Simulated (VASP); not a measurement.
# Al5O8 (a cell with a defect) in VASP: further runs

Runs on Al5O8 (a cell with a defect). Level: LDA. Tasks: single point.

Everything below comes from runs of VASP 6.6.1. Logs are shortened: lines on timing, memory, paths and dates and some standing lists are left out, and cuts for length are marked.

## (1) The cell of the first run

The cell holds a defect, 39 atoms: a = 6.956 Å, b = 6.956 Å, c = 6.956 Å, α = 85.80°, β = 85.80°, γ = 85.80°.

## (2) Single point, LDA

INCAR

```
ALGO = Normal
EDIFF = 1E-6
ENCUT = 520
ISIF = 2
ISMEAR = -1
LASPH = T
LCHARG = F
LREAL = Auto
LWAVE = F
NBANDS = 120
NELECT = 188.0
NELM = 60
PREC = Accurate
SIGMA = 0.05
```

KPOINTS

```
k-points
0
Gamma
  2 2 2
```

POSCAR

```
Al5O8
1.0
   -4.7351000000     -2.7338110000      4.3003330000
    4.7351000000     -2.7338110000      4.3003330000
    0.0000000000      5.4676230000      4.3003330000
Al O
15 24
Direct
    0.3519375131      0.3503352238      0.3564106255
    0.1466688263      0.1495097378      0.1501303613
    0.6426293764      0.6466111297      0.6529862935
    0.8500387301      0.8454324916      0.8614437894
    0.8369826899      0.8371229192      0.3375655800
    0.1463445712      0.1465076090      0.6469741077
    0.3516898732      0.3518543893      0.8523243179
    0.8557969618      0.3521051708      0.8508258775
    0.6495231876      0.1468227166      0.6499676720
    0.1523523490      0.6427253084      0.1470814731
    0.3607875433      0.8501429951      0.3458821550
    0.3501919603      0.8559174994      0.8525752979
    0.1493485177      0.6496716365      0.6472845854
    0.6464219523      0.1525272088      0.1431653216
    0.8452239842      0.3609062295      0.3506331811
    0.5982292734      0.4025022560      0.7559575456
    0.7588474196      0.5953093739      0.4227637380
    0.4009371503      0.7499952483      0.5939382894
    0.3816530427      0.5977420377      0.2682289990
    0.2479884820      0.4024990520      0.5998149426
    0.5969252758      0.2549316537      0.4076239061
    0.0969017233      0.9022813352      0.7505251617
    0.2499083044      0.0970464852      0.4027550584
    0.9021235411      0.2500608602      0.5975310277
    0.9041175423      0.0945846919      0.2515393168
    0.7509630017      0.9042476208      0.5950576707
    0.0944096054      0.7511311108      0.4047650160
    0.0932721039      0.4010468077      0.2504685269
    0.2552931389      0.5983980364      0.9029544147
    0.9221672194      0.7589941079      0.0957901321
    0.9069605694      0.5971077680      0.7554457514
    0.7675669699      0.3818728980      0.0982151393
    0.0991948254      0.2481600003      0.9029460231
    0.5951669573      0.9222964794      0.2594370964
    0.7498408664      0.0934629652      0.9015056984
    0.4023032478      0.2554769928      0.0988588382
    0.4023332458      0.0993442909      0.7486263351
    0.2547971185      0.9071381462      0.0975618487
    0.5975960737      0.7677430611      0.8823737748
```

Potentials or basis: VASP PAW LDA potentials, release 64 (Al, O).

The run is started by

```
cat potpaw_LDA.64/Al/POTCAR potpaw_LDA.64/O/POTCAR > POTCAR
mpirun -np 1 vasp_std > vasp.out
```

OUTCAR:

```text
EDIFF = 1E-6
   ENCUT = 520
   ISIF = 2
   ISMEAR = -1
   LASPH = T
   LREAL = Auto
   NELECT = 188.0
   NELM = 60
   PREC = Accurate

 ion  position               nearest neighbor table
   1  0.352  0.350  0.356-  19 1.81  21 1.83  20 1.84  23 1.94  36 1.95  28 1.99   2 2.63   6 2.76
                            10 2.76  14 2.78  13 3.19   9 3.20
   2  0.147  0.150  0.150-  25 1.84  38 1.85  33 1.85  28 1.93  23 1.95  36 1.97   1 2.63   7 2.78
                            11 2.80  15 2.82   8 3.19  12 3.20   5 3.30
   3  0.643  0.647  0.653-  17 1.79  16 1.83  18 1.84  39 1.85  26 2.00  31 2.02   4 2.64  12 2.76
                             8 2.78   5 2.79   7 3.16  15 3.18  11 3.19
   4  0.850  0.845  0.861-  30 1.79  35 1.85  39 1.87  22 1.89  31 1.93  26 2.03   3 2.64  13 2.80
                             9 2.82  10 3.18  14 3.19   6 3.25   5 3.30
   5  0.837  0.837  0.338-  30 1.85  34 1.85  17 1.85  27 1.93  25 1.93  26 1.93  10 2.79   3 2.79
                            14 2.79   4 3.30  11 3.30  15 3.30   2 3.30  13 3.30   9 3.30
   6  0.146  0.147  0.647-  24 1.84  22 1.84  23 1.84  33 1.96  20 1.96  37 1.96   7 2.65   1 2.76
                             8 2.76  12 2.76   4 3.25  15 3.25  11 3.25
   7  0.352  0.352  0.852-  36 1.84  16 1.84  29 1.84  33 1.95  37 1.95  20 1.95   6 2.65   2 2.78
                            13 2.78   9 2.78  14 3.16  10 3.16   3 3.16
   8  0.856  0.352  0.851-  32 1.81  31 1.83  33 1.84  24 1.94  16 1.95  35 1.99   9 2.63   6 2.76
                            14 2.76   3 2.78   2 3.19  13 3.20
   9  0.650  0.147  0.650-  26 1.84  21 1.85  37 1.85  35 1.93  24 1.95  16 1.97   8 2.63   7 2.78
                            15 2.80   4 2.82  12 3.19   1 3.20   5 3.30
  10  0.152  0.643  0.147-  30 1.79  29 1.83  28 1.84  19 1.85  27 2.00  38 2.02  11 2.64   1 2.76
                            12 2.78   5 2.79   7 3.16   4 3.18  15 3.19
  11  0.361  0.850  0.346-  34 1.79  18 1.85  19 1.87  23 1.89  38 1.93  27 2.03  10 2.64   2 2.80
                            13 2.81  14 3.18   3 3.19   6 3.25   5 3.30
  12  0.350  0.856  0.853-  39 1.81  38 1.83  37 1.84  22 1.94  29 1.95  18 1.99  13 2.63   6 2.76
                             3 2.76  10 2.78   9 3.19   2 3.20
  13  0.149  0.650  0.647-  27 1.84  31 1.85  20 1.85  18 1.93  22 1.95  29 1.97  12 2.63   7 2.78
                             4 2.80  11 2.81   1 3.19   8 3.20   5 3.30
  14  0.646  0.153  0.143-  34 1.79  36 1.83  35 1.84  32 1.85  25 2.00  21 2.02  15 2.64   8 2.76
[... 13 lines left out ...]
  26  0.751  0.904  0.595-   9 1.84   5 1.93   3 2.00   4 2.03
  27  0.094  0.751  0.405-  13 1.84   5 1.93  10 2.00  11 2.03
  28  0.093  0.401  0.250-  10 1.84  15 1.85   2 1.93   1 1.99
  29  0.255  0.598  0.903-  10 1.83   7 1.84  12 1.95  13 1.97
  30  0.922  0.759  0.096-  10 1.79   4 1.79   5 1.85
  31  0.907  0.597  0.755-   8 1.83  13 1.85   4 1.93   3 2.02
  32  0.768  0.382  0.098-   8 1.81  14 1.85  15 1.87
  33  0.099  0.248  0.903-   8 1.84   2 1.85   7 1.95   6 1.96
  34  0.595  0.922  0.259-  14 1.79  11 1.79   5 1.85
  35  0.750  0.093  0.902-  14 1.84   4 1.85   9 1.93   8 1.99
  36  0.402  0.255  0.099-  14 1.83   7 1.84   1 1.95   2 1.97
  37  0.402  0.099  0.749-  12 1.84   9 1.85   7 1.95   6 1.96
  38  0.255  0.907  0.098-  12 1.83   2 1.85  11 1.93  10 2.02
  39  0.598  0.768  0.882-  12 1.81   3 1.85   4 1.87

  LATTYP: Found a trigonal (rhomboedric) cell.
 ALAT       =     6.9561310011
 COS(alpha) =     0.0732708973

  Lattice vectors:

 A1 = (  -4.7351000000,  -2.7338110000,   4.3003330000)
 A2 = (   4.7351000000,  -2.7338110000,   4.3003330000)
 A3 = (   0.0000000000,   5.4676230000,   4.3003330000)

Analysis of symmetry for initial positions (statically):
=====================================================================
 Subroutine PRICEL returns:
 Original cell was already a primitive cell.

 Routine SETGRP: Setting up the symmetry group for a
 trigonal (rhombohedral) supercell.

 Subroutine GETGRP returns: Found  1 space group operations
 (whereof  1 operations were pure point group operations)
 out of a pool of 12 trial point group operations.

The static configuration has the point symmetry C_1 .

Analysis of symmetry for dynamics (positions and initial velocities):
=====================================================================
 Subroutine PRICEL returns:
 Original cell was already a primitive cell.

 Routine SETGRP: Setting up the symmetry group for a
 trigonal (rhombohedral) supercell.

 Subroutine GETGRP returns: Found  1 space group operations
 (whereof  1 operations were pure point group operations)
 out of a pool of 12 trial point group operations.

The dynamic configuration has the point symmetry C_1 .

 Subroutine INISYM returns: Found  1 space group operations
 (whereof  1 operations are pure point group operations),
 and found     1 'primitive' translations

----------------------------------------------------------------------------------------

                                     Primitive cell

  volume of cell :     334.0035

  direct lattice vectors                    reciprocal lattice vectors
[... 94 lines left out ...]
Automatic generation of k-mesh.
 Grid dimensions read from file:
 generate k-points for:    2    2    2

 Generating k-lattice:

  Cartesian coordinates                     Fractional coordinates (reciprocal lattice)
    -0.052797195 -0.030482474  0.038756691     0.500000000  0.000000000 -0.000000000
     0.052797195 -0.030482474  0.038756691     0.000000000  0.500000000 -0.000000000
     0.000000000  0.060964948  0.038756684    -0.000000000 -0.000000000  0.500000000

  Length of vectors
     0.072241305  0.072241305  0.072241300

  Shift w.r.t. Gamma in fractional coordinates (k-lattice)
     0.000000000  0.000000000  0.000000000

 Subroutine IBZKPT returns following result:
 ===========================================

 Found      8 irreducible k-points:

 Following reciprocal coordinates:
            Coordinates               Weight
  0.000000  0.000000  0.000000      1.000000
  0.500000  0.000000  0.000000      1.000000
  0.000000  0.500000  0.000000      1.000000
  0.000000  0.000000  0.500000      1.000000
  0.500000  0.500000  0.000000      1.000000
  0.500000  0.000000  0.500000      1.000000
  0.000000  0.500000  0.500000      1.000000
  0.500000  0.500000  0.500000      1.000000
   k-points           NKPTS =      8   k-points in BZ     NKDIM =      8   number of bands    NBANDS=    120
   number of dos      NEDOS =    301   number of ions     NIONS =     39
   total plane-waves  NPLWV = 157464
   dimension x,y,z NGX =    54 NGY =   54 NGZ =   54
   dimension x,y,z NGXF=   108 NGYF=  108 NGZF=  108
   ions per type =              15  24
   NGX,Y,Z   is equivalent  to a cutoff of  12.91, 12.91, 12.91 a.u.
   NGXF,Y,Z  is equivalent  to a cutoff of  25.81, 25.81, 25.81 a.u.
 SYSTEM =  unknown system
   PREC   = accura    normal or accurate (medium, high low for compatibility)
   ISTART =      0    job   : 0-new  1-cont  2-samecut
   ICHARG =      2    charge: 1-file 2-atom 10-const
   ISPIN  =      1    spin polarized calculation?
   LNONCOLLINEAR =      F non collinear calculations
   LSORBIT =      F    spin-orbit coupling
   LASPH  =      T    aspherical Exc in radial PAW
   ENCUT  =  520.0 eV  38.22 Ry    6.18 a.u.  12.93 12.93 12.93*2*pi/ulx,y,z
   NELM   =     60;   NELMIN=  2; NELMDL= -5     # of ELM steps
   EDIFF  = 0.1E-05   stopping-criterion for ELM
   LREAL  =      T    real-space projection
   EDIFFG = 0.1E-04   stopping-criterion for IOM
   NSW    =      0    number of steps for IOM
   IBRION =     -1    ionic relax: 0-MD 1-quasi-New 2-CG
   NFREE  =      0    steps in history (QN), initial steepest desc. (CG)
   ISIF   =      2    stress and relaxation
   ISYM   =      2    0-nonsym 1-usesym 2-fastsym
   POTIM  = 0.5000    time-step for ionic-motion
   TEBEG  =    0.0;   TEEND  =   0.0 temperature during run
   PSTRESS=    0.0 pullay stress
   NELECT =     188.0000    total number of electrons
   NUPDOWN=      -1.0000    fix difference up-down
   EMIN   =  10.00;   EMAX   =-10.00  energy-range for DOS
   EFERMI =   0.00;   METHOD = LEGACY
   ISMEAR =    -1;   SIGMA  =   0.05  broadening in eV -4-tet -1-fermi 0-gaus
   EFERMI_NEDOS =   21; number of points for ismear=-14 and -15
   IALGO  =     38    algorithm
   IMIX   =      4    mixing-type and parameters
     AMIX     =   0.40;   BMIX     =  1.00
     AMIX_MAG =   1.60;   BMIX_MAG =  1.00
  volume/ion in A,a.u.               =       8.56        57.79
  Fermi-wavevector in a.u.,A,eV,Ry     =   1.351690  2.554324 24.858740  1.827066
  Thomas-Fermi vector in A             =   2.479091
   LORBIT       =      0    0 simple, 1 ext, 2 COOP (PROOUT), +10 PAW based schemes
   GGA     = CA    functional components
   LHFCALC =     F    Hartree Fock is set to
   AEXX    =    0.0000 exact exchange contribution
   IVDW    =     0    specifies the selected vdW correction
   LEPSILON=     F    determine dielectric tensor
   LRPA    =     F    only Hartree local field effects (RPA)
 non-spin polarized calculation
  energy-cutoff  :      520.00
  volume of cell :      334.00
 maximum number of plane-waves:      9016
 NGX is ok and might be reduce to    54
   NGX = 25   NGY = 25   NGZ = 25

 number of electron     187.9999968 magnetization

 Free energy of the ion-electron system (eV)
  ---------------------------------------------------
  ext. energy  EPLUGINS =         0.00000000
  ---------------------------------------------------
  free energy    TOTEN  =      -320.70849832 eV

  energy without entropy =     -320.55356663  energy(sigma->0) =     -320.63103247

 E-fermi :   5.3469     XC(G=0): -12.0462

 val. band max:        5.2803535900   @ k =   0.0000   0.0000   0.5000
 cond. band min:       5.3470257604   @ k =   0.0000   0.0000   0.5000
 fundamental gap:      0.0666721704
 Fermi energy:         5.3468606347

 k-point     1 :       0.0000    0.0000    0.0000
  band No.  band energies     occupation
      1     -13.7860      2.00000
      2     -12.6476      2.00000
      3     -12.6473      2.00000
      4     -12.4158      2.00000
      5     -11.9222      2.00000
      6     -11.9218      2.00000
[... 861 lines left out ...]
    105      15.1909      0.00000
    106      15.1911      0.00000
 [bands above 106 left out]

------------------------ aborting loop because EDIFF is reached ----------------------------------------

  FORCE on cell =-STRESS in cart. coord.  units (eV):
  Direction    XX          YY          ZZ          XY          YZ          ZX
  --------------------------------------------------------------------------------------
  -------------------------------------------------------------------------------------
  Total       -6.8826846     -6.8732138     -6.0378974     -0.0040286      0.0051594     -0.0041671
  in kB      -33.0154652    -32.9700344    -28.9631158     -0.0193250      0.0247492     -0.0199893
  external PRESSURE =     -31.6495385 kB  Pullay stress =       0.0000000 kB

 VOLUME and BASIS-vectors are now :
 -----------------------------------------------------------------------------
  energy-cutoff  :      520.00
  volume of cell :      334.00
      direct lattice vectors                 reciprocal lattice vectors
    -4.735100000 -2.733811000  4.300333000    -0.105594391 -0.060964948  0.077513382
     4.735100000 -2.733811000  4.300333000     0.105594391 -0.060964948  0.077513382
     0.000000000  5.467623000  4.300333000     0.000000000  0.121929897  0.077513368

 POSITION                                       TOTAL-FORCE (eV/Angst)
 -----------------------------------------------------------------------------------
     -0.00759      0.02884      4.55269        -0.015382      0.004376     -0.009792
      0.01345      0.01116      1.91928         0.000557      0.001256     -0.002667
      0.01885      0.04574      8.35222         0.001855      0.005154     -0.009631
     -0.02181      0.07495     10.99559         0.001370     -0.013604     -0.008028
      0.00066     -2.73101      8.65086         0.001959      0.002603      0.036218
      0.00077      2.73681      4.04157        -0.001204     -0.000091     -0.003176
[... 31 lines left out ...]
      3.08890     -2.64308      5.41626        -0.001431      0.005730     -0.003748
      0.80566      1.09191      9.66591        -0.006518      0.034150      0.040418
 -----------------------------------------------------------------------------------
    total drift:                               -0.001395      0.006476      0.004210

  FREE ENERGIE OF THE ION-ELECTRON SYSTEM (eV)
  ---------------------------------------------------
  free  energy   TOTEN  =      -320.7084983161 eV

  energy  without entropy=     -320.5535666300  energy(sigma->0) =     -320.63103247
```

Run time: 12 min. Hardware: 1 thread of Intel Xeon Platinum 8259CL at 2.50GHz (Skylake/Cascade Lake), shared host; peak memory 0.42 GiB.

What came out:

```
Free energy   : -320.7085 eV
Largest force : 0.059 eV/Å
```

Forces on the atoms (eV/Å):
```
Al  -0.015  0.004 -0.010
Al   0.001  0.001 -0.003
Al   0.002  0.005 -0.010
Al   0.001 -0.014 -0.008
Al   0.002  0.003  0.036
Al  -0.001  0.000 -0.003
Al   0.000 -0.003  0.003
Al   0.007 -0.015 -0.011
Al  -0.001  0.002 -0.003
Al  -0.002 -0.002 -0.012
Al   0.012  0.005  0.001
Al   0.011  0.010 -0.009
Al   0.001  0.001 -0.001
Al   0.001  0.002 -0.010
Al  -0.011  0.005  0.001
O   -0.004  0.002 -0.001
O   -0.010 -0.019 -0.016
O    0.004  0.009  0.001
O   -0.032 -0.025  0.042
O   -0.001  0.009  0.000
O   -0.004 -0.005 -0.005
O    0.004  0.006 -0.005
O   -0.007  0.001 -0.006
O    0.003 -0.007 -0.006
O    0.002  0.018 -0.004
O   -0.013 -0.008 -0.005
O    0.012 -0.009 -0.005
O   -0.010 -0.002  0.004
O   -0.003 -0.003 -0.001
O    0.022  0.001 -0.016
O    0.002 -0.005 -0.003
O    0.036 -0.012  0.041
O   -0.007 -0.004 -0.001
O   -0.013  0.019 -0.016
O    0.008 -0.005  0.004
O    0.003  0.002 -0.001
O    0.007 -0.005 -0.001
O   -0.001  0.006 -0.004
O   -0.007  0.034  0.040
```

Caveat: the k points lie up to 0.45 Å⁻¹ apart; the cell carries a net charge on a neutralising background, which shifts energy and pressure; the cell is charged against a uniform background, so pressure and absolute levels hang on convention.

(Part 1 of 2 ends here.)
